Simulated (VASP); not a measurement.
# TiTe2 (P4_2/mnm) in VASP: further runs, part 2 of 2

VASP 6.6.1. Earlier steps stand in the parts before.

## Step 3: Single point, PBE

This run uses another cell than the first one, of 28.67 Å³/atom.

Input file INCAR:

```
SYSTEM = TiTe2
  PREC = Accurate
  ENCUT = 520
  EDIFF = 1E-6
  ISMEAR = 0
  SIGMA = 0.1
  LREAL = .False.
  LASPH = .True.
  NELM = 60
  ALGO = Normal
  ISIF = 2
  LWAVE = .False.
  LCHARG = .False.
  GGA = PE
  NBANDS = 33
```

Input file KPOINTS:

```
Automatic mesh
0
Gamma
  6 6 10
  0 0 0
```

Input file POSCAR:

```
TiTe2
1.0
    6.7557987564      0.0000000000      0.0000000000
    0.0000000000      6.7557987564      0.0000000000
    0.0000000000      0.0000000000      3.7684941778
Ti Te
2 4
Direct
    0.0000000000      0.0000000000      0.0000000000
    0.5000000000      0.5000000000      0.5000000000
    0.2039424717      0.7960575283      0.5000000000
    0.2960575283      0.2960575283      0.0000000000
    0.7039424717      0.7039424717      0.0000000000
    0.7960575283      0.2039424717      0.5000000000
```

Potentials or basis: VASP PAW PBE potentials, release 64 (Ti_sv, Te).

Run with:

```
$ cat potpaw_PBE.64/Ti_sv/POTCAR potpaw_PBE.64/Te/POTCAR > POTCAR
$ mpirun -np 1 vasp_std > vasp.out
```

OUTCAR:

```text
SYSTEM = TiTe2
   PREC = Accurate
   ENCUT = 520
   EDIFF = 1E-6
   ISMEAR = 0
   LREAL = .False.
   LASPH = .True.
   NELM = 60
   ISIF = 2
   GGA = PE

 ion  position               nearest neighbor table
   1  0.000  0.000  0.000-   3 2.71   6 2.71   3 2.71   6 2.71   5 2.83   4 2.83
   2  0.500  0.500  0.500-   4 2.71   5 2.71   4 2.71   5 2.71   3 2.83   6 2.83
   3  0.204  0.796  0.500-   1 2.71   1 2.71   2 2.83
   4  0.296  0.296  0.000-   2 2.71   2 2.71   1 2.83
   5  0.704  0.704  0.000-   2 2.71   2 2.71   1 2.83
   6  0.796  0.204  0.500-   1 2.71   1 2.71   2 2.83

  LATTYP: Found a simple tetragonal cell.
 ALAT       =     6.7557987564
 C/A-ratio  =     0.5578162278

  Lattice vectors:

 A1 = (   6.7557987564,   0.0000000000,   0.0000000000)
 A2 = (   0.0000000000,   6.7557987564,   0.0000000000)
 A3 = (   0.0000000000,   0.0000000000,   3.7684941778)

Analysis of symmetry for initial positions (statically):
=====================================================================
 Subroutine PRICEL returns:
 Original cell was already a primitive cell.

 Routine SETGRP: Setting up the symmetry group for a
 simple tetragonal supercell.

 Subroutine GETGRP returns: Found 16 space group operations
 (whereof  8 operations were pure point group operations)
 out of a pool of 16 trial point group operations.

The static configuration has the point symmetry D_2h.
 The point group associated with its full space group is D_4h.

Analysis of symmetry for dynamics (positions and initial velocities):
=====================================================================
 Subroutine PRICEL returns:
 Original cell was already a primitive cell.

 Routine SETGRP: Setting up the symmetry group for a
 simple tetragonal supercell.

 Subroutine GETGRP returns: Found 16 space group operations
 (whereof  8 operations were pure point group operations)
 out of a pool of 16 trial point group operations.

The dynamic configuration has the point symmetry D_2h.
 The point group associated with its full space group is D_4h.

 Subroutine INISYM returns: Found 16 space group operations
 (whereof  8 operations are pure point group operations),
 and found     1 'primitive' translations

----------------------------------------------------------------------------------------

                                     Primitive cell

  volume of cell :     171.9972

  direct lattice vectors                    reciprocal lattice vectors
     6.755798756  0.000000000  0.000000000     0.148020987  0.000000000  0.000000000
     0.000000000  6.755798756  0.000000000     0.000000000  0.148020987  0.000000000
     0.000000000  0.000000000  3.768494178     0.000000000  0.000000000  0.265357979

  length of vectors
     6.755798756  6.755798756  3.768494178     0.148020987  0.148020987  0.265357979

  position of ions in fractional coordinates (direct lattice)
     0.000000000  0.000000000  0.000000000
     0.500000000  0.500000000  0.500000000
     0.203942472  0.796057528  0.500000000
     0.296057528  0.296057528  0.000000000
     0.703942472  0.703942472  0.000000000
     0.796057528  0.203942472  0.500000000

  ion indices of the primitive-cell ions
   primitive index   ion index
[... 26 lines left out ...]
     0.000000000  0.000000000  0.000000000

 Subroutine IBZKPT returns following result:
 ===========================================

 Found     60 irreducible k-points:

 Following reciprocal coordinates:
            Coordinates               Weight
  0.000000  0.000000  0.000000      1.000000
  0.166667  0.000000  0.000000      4.000000
  0.333333  0.000000  0.000000      4.000000
  0.500000  0.000000  0.000000      2.000000
  0.166667  0.166667  0.000000      4.000000
  0.333333  0.166667  0.000000      8.000000
[... 16 lines left out ...]
  0.333333  0.000000  0.200000      8.000000
  0.500000  0.000000  0.200000      4.000000
 [... further k-points ...]
   k-points           NKPTS =     60   k-points in BZ     NKDIM =     60   number of bands    NBANDS=     33
   number of dos      NEDOS =    301   number of ions     NIONS =      6
   total plane-waves  NPLWV =  70000
   dimension x,y,z NGX =    50 NGY =   50 NGZ =   28
   dimension x,y,z NGXF=   100 NGYF=  100 NGZF=   56
   ions per type =               2   4
   NGX,Y,Z   is equivalent  to a cutoff of  12.30, 12.30, 12.35 a.u.
   NGXF,Y,Z  is equivalent  to a cutoff of  24.61, 24.61, 24.70 a.u.
 SYSTEM =  TiTe2
   PREC   = accura    normal or accurate (medium, high low for compatibility)
   ISTART =      0    job   : 0-new  1-cont  2-samecut
   ICHARG =      2    charge: 1-file 2-atom 10-const
   ISPIN  =      1    spin polarized calculation?
   LNONCOLLINEAR =      F non collinear calculations
   LSORBIT =      F    spin-orbit coupling
   LASPH  =      T    aspherical Exc in radial PAW
   ENCUT  =  520.0 eV  38.22 Ry    6.18 a.u.  12.56 12.56  7.01*2*pi/ulx,y,z
   NELM   =     60;   NELMIN=  2; NELMDL= -5     # of ELM steps
   EDIFF  = 0.1E-05   stopping-criterion for ELM
   LREAL  =      F    real-space projection
   EDIFFG = 0.1E-04   stopping-criterion for IOM
   NSW    =      0    number of steps for IOM
   IBRION =     -1    ionic relax: 0-MD 1-quasi-New 2-CG
   NFREE  =      0    steps in history (QN), initial steepest desc. (CG)
   ISIF   =      2    stress and relaxation
   ISYM   =      2    0-nonsym 1-usesym 2-fastsym
   POTIM  = 0.5000    time-step for ionic-motion
   TEBEG  =    0.0;   TEEND  =   0.0 temperature during run
   PSTRESS=    0.0 pullay stress
   NELECT =      48.0000    total number of electrons
   NUPDOWN=      -1.0000    fix difference up-down
   EMIN   =  10.00;   EMAX   =-10.00  energy-range for DOS
   EFERMI =   0.00;   METHOD = LEGACY
   ISMEAR =     0;   SIGMA  =   0.10  broadening in eV -4-tet -1-fermi 0-gaus
   EFERMI_NEDOS =   21; number of points for ismear=-14 and -15
   IALGO  =     38    algorithm
   IMIX   =      4    mixing-type and parameters
     AMIX     =   0.40;   BMIX     =  1.00
     AMIX_MAG =   1.60;   BMIX_MAG =  1.00
  volume/ion in A,a.u.               =      28.67       193.45
  Fermi-wavevector in a.u.,A,eV,Ry     =   1.069830  2.021686 15.572365  1.144537
  Thomas-Fermi vector in A             =   2.205522
   LORBIT       =      0    0 simple, 1 ext, 2 COOP (PROOUT), +10 PAW based schemes
   GGA     = PE    functional components
   LHFCALC =     F    Hartree Fock is set to
   AEXX    =    0.0000 exact exchange contribution
   IVDW    =     0    specifies the selected vdW correction
   LEPSILON=     F    determine dielectric tensor
   LRPA    =     F    only Hartree local field effects (RPA)
 non-spin polarized calculation
 Gauss-broadening in eV      SIGMA  =   0.10
  energy-cutoff  :      520.00
  volume of cell :      172.00
 maximum number of plane-waves:      4668
   NGX = 25   NGY = 25   NGZ = 15

 number of electron      48.0000000 magnetization

 Free energy of the ion-electron system (eV)
  ---------------------------------------------------
  ext. energy  EPLUGINS =         0.00000000
  ---------------------------------------------------
  free energy    TOTEN  =       -31.71993927 eV

  energy without entropy =      -31.70927330  energy(sigma->0) =      -31.71460628

 E-fermi :   6.0557     XC(G=0):  -9.4750

 val. band max:        6.0414079739   @ k =   0.3333   0.3333   0.0000
 cond. band min:       6.0788664979   @ k =   0.1667   0.1667   0.1000
 fundamental gap:      0.0374585240
 Fermi energy:         6.0557283088

 k-point     1 :       0.0000    0.0000    0.0000
  band No.  band energies     occupation
      1     -51.4523      2.00000
      2     -51.4523      2.00000
      3     -27.7887      2.00000
      4     -27.7887      2.00000
      5     -27.7249      2.00000
      6     -27.7237      2.00000
[... 853 lines left out ...]
     32       8.0743      0.00000
     33       9.2155      0.00000

 [... further k-points ...]
[... 5 lines left out ...]
  --------------------------------------------------------------------------------------
  -------------------------------------------------------------------------------------
  Total       -0.0825960     -0.0825960     -0.0987577      0.0000000      0.0000000      0.0000000
  in kB       -0.7693932     -0.7693932     -0.9199421      0.0000000      0.0000000      0.0000000
  external PRESSURE =      -0.8195762 kB  Pullay stress =       0.0000000 kB

 VOLUME and BASIS-vectors are now :
 -----------------------------------------------------------------------------
  energy-cutoff  :      520.00
  volume of cell :      172.00
      direct lattice vectors                 reciprocal lattice vectors
     6.755798756  0.000000000  0.000000000     0.148020987  0.000000000  0.000000000
     0.000000000  6.755798756  0.000000000     0.000000000  0.148020987  0.000000000
     0.000000000  0.000000000  3.768494178     0.000000000  0.000000000  0.265357979

 POSITION                                       TOTAL-FORCE (eV/Angst)
 -----------------------------------------------------------------------------------
      0.00000      0.00000      0.00000         0.000000      0.000000      0.000000
      3.37790      3.37790      1.88425         0.000000      0.000000      0.000000
      1.37779      5.37800      1.88425         0.000348     -0.000348      0.000000
      2.00011      2.00011      0.00000        -0.000348     -0.000348      0.000000
      4.75569      4.75569      0.00000         0.000348      0.000348     -0.000000
      5.37800      1.37779      1.88425        -0.000348      0.000348     -0.000000
 -----------------------------------------------------------------------------------
    total drift:                                0.000000     -0.000000      0.000000

  FREE ENERGIE OF THE ION-ELECTRON SYSTEM (eV)
  ---------------------------------------------------
  free  energy   TOTEN  =       -31.7199392737 eV

  energy  without entropy=      -31.7092732958  energy(sigma->0) =      -31.71460628
```

Run time: 3 min. Hardware: 1 thread of Intel Xeon 6975P-C (Granite Rapids), shared host; peak memory 0.44 GiB.

Results:

```
Free energy            : -31.7199 eV
Pressure               : -0.1 GPa
Band gap on the k mesh : zero (bands 24 and 25 overlap by 0.44 eV)
```

Caveat: spin-orbit coupling is left out, which moves the levels of the heavy elements.

## Step 4: Relaxation of cell and atoms, PBE

This run uses another cell than the first one, of 28.88 Å³/atom.

Input file INCAR:

```
SYSTEM = TiTe2
PREC     = Accurate       ! precision mode
ENCUT    = 600            ! plane-wave cutoff, eV
EDIFF    = 1E-6           ! SCF threshold, eV
ISMEAR   = 0              ! smearing method
SIGMA    = 0.1            ! smearing width, eV
LREAL    = .False.        ! projectors in reciprocal space
LASPH    = .True.         ! aspherical terms in the spheres
NELM     = 60             ! most SCF steps
ALGO     = Normal         ! electronic algorithm
ISIF     = 3              ! what is computed and relaxed
LWAVE    = .False.        ! write WAVECAR
LCHARG   = .False.        ! write CHGCAR
GGA      = PE             ! functional
IBRION   = 2              ! ionic algorithm
NSW      = 80             ! ionic steps
EDIFFG   = -0.01          ! ionic threshold
```

Input file KPOINTS:

```
regular mesh
0
Gamma
  6 6 10
  0 0 0
```

Input file POSCAR:

```
TiTe2
1.0
    6.7339952804      0.0000000000      0.0000000000
    0.0000000000      6.7339952804      0.0000000000
    0.0000000000      0.0000000000      3.8214056661
Ti Te
2 4
Direct
    0.0000000000      0.0000000000      0.0000000000
    0.5000000000      0.5000000000      0.5000000000
    0.2023904440      0.7976095560      0.5000000000
    0.2976095560      0.2976095560      0.0000000000
    0.7023904440      0.7023904440      0.0000000000
    0.7976095560      0.2023904440      0.5000000000
```

Run with:

```
$ cat potpaw_PBE.64/Ti_sv/POTCAR potpaw_PBE.64/Te/POTCAR > POTCAR
$ mpirun -np 1 vasp_std > vasp.out
```

Run time: 19 min. Hardware: 1 thread of Intel Xeon Platinum 8559C (Emerald Rapids), shared host; peak memory 0.52 GiB.

It converged, with:

| Item | Value |
| --- | --- |
| Free energy | -31.7200 eV |
| Relaxed volume | 28.67 Å³/atom |
| Relaxed cell | a = 6.758 Å, b = 6.758 Å, c = 3.767 Å, α = 90.00°, β = 90.00°, γ = 90.00° |
| Space group after relaxing (to 0.1 Å) | P4_2/mnm (No. 136) |
| Energy gained by relaxing | 1.1 meV/atom |
| Ionic steps | 7 |
| Pressure after relaxing | 0.0 GPa |
| Largest force after relaxing | 0.004 eV/Å |
| Band gap on the k mesh | zero (bands 24 and 25 overlap by 0.43 eV) |

Forces in eV/Å, atoms in the order of the input:
```
Ti   0.000  0.000  0.000
Ti   0.000  0.000  0.000
Te   0.003 -0.003  0.000
Te  -0.003 -0.003  0.000
Te   0.003  0.003  0.000
Te  -0.003  0.003  0.000
```

Step by step:
| step | energy change (eV) | largest force (eV/Å) | pressure (GPa) | volume (Å³) |
| --- | --- | --- | --- | --- |
| 1 | 0.0000 | 0.0598 | -0.22 | 173.29 |
| 2 | -0.0031 | 0.0721 | 0.06 | 172.31 |
| 3 | -0.0037 | 0.0790 | 0.20 | 171.79 |
| 4 | -0.0038 | 0.0824 | 0.28 | 171.54 |
| 5 | -0.0057 | 0.0450 | 0.13 | 171.79 |
| 6 | -0.0064 | 0.0003 | -0.06 | 172.08 |
| 7 | -0.0064 | 0.0042 | -0.04 | 172.05 |

Final structure:
```xyz
6
Lattice="6.7584 0.0000 0.0000 0.0000 6.7584 0.0000 0.0000 0.0000 3.7667" Properties=species:S:1:pos:R:3 pbc="T T T"
Ti    0.0000    0.0000    0.0000
Ti    3.3792    3.3792    1.8834
Te    1.3780    5.3804    1.8834
Te    2.0012    2.0012    0.0000
Te    4.7573    4.7573    0.0000
Te    5.3804    1.3780    1.8834
```

Levels at points of the mesh, in eV from the Fermi level:
| k point | band 22 | band 23 | band 24 | band 25 | band 26 | band 27 |
| --- | --- | --- | --- | --- | --- | --- |
| (0.00, 0.00, 0.00) | -0.16 | -0.16 | 0.36 | 0.36 | 0.50 | 0.50 |
| (0.50, 0.00, 0.00) | -0.56 | -0.47 | -0.47 | 0.33 | 0.33 | 1.05 |
| (0.50, 0.50, 0.00) | -1.13 | -0.24 | -0.24 | -0.07 | -0.07 | 0.50 |
| (0.00, 0.00, 0.50) | -1.96 | -1.71 | -1.71 | 0.87 | 0.87 | 1.15 |
| (0.50, 0.00, 0.50) | -1.85 | -0.77 | -0.77 | -0.02 | -0.02 | 1.13 |
| (0.50, 0.50, 0.50) | -1.05 | -0.77 | -0.77 | 0.69 | 0.69 | 0.85 |

Caveat: spin-orbit coupling is left out, which moves the levels of the heavy elements.

## Step 5: The runs side by side

| task | cell | k mesh | cutoff (eV) | gap on the mesh (eV) | pressure (GPa) |
| --- | --- | --- | --- | --- | --- |
| single point | a = 6.159, b = 6.159, c = 4.086 Å, 6 atoms, atomic positions A | 4 × 4 × 4 | 520 | none | 9.3 |
| single point | a = 6.756, b = 6.756, c = 3.768 Å, 6 atoms, atomic positions B | 6 × 6 × 10 | 520 | none | -0.1 |
| relaxation of cell and atoms | relaxed from a = 6.734, b = 6.734, c = 3.821 Å, 6 atoms, atomic positions C | 6 × 6 × 10 | 600 | none | 0.0 |

Alike in all rows: level PBE; potentials or basis VASP PAW PBE potentials, release 64 (Ti_sv, Te); no spin polarisation; smearing gaussian 0.1 eV.

Caveats: some runs use coarse meshes; spin-orbit coupling is left out, which moves the levels of the heavy elements.

Absolute energies hang on the potentials; compare differences alone.

The gap in the log of VASP goes by the Fermi energy; the results here count the filled bands.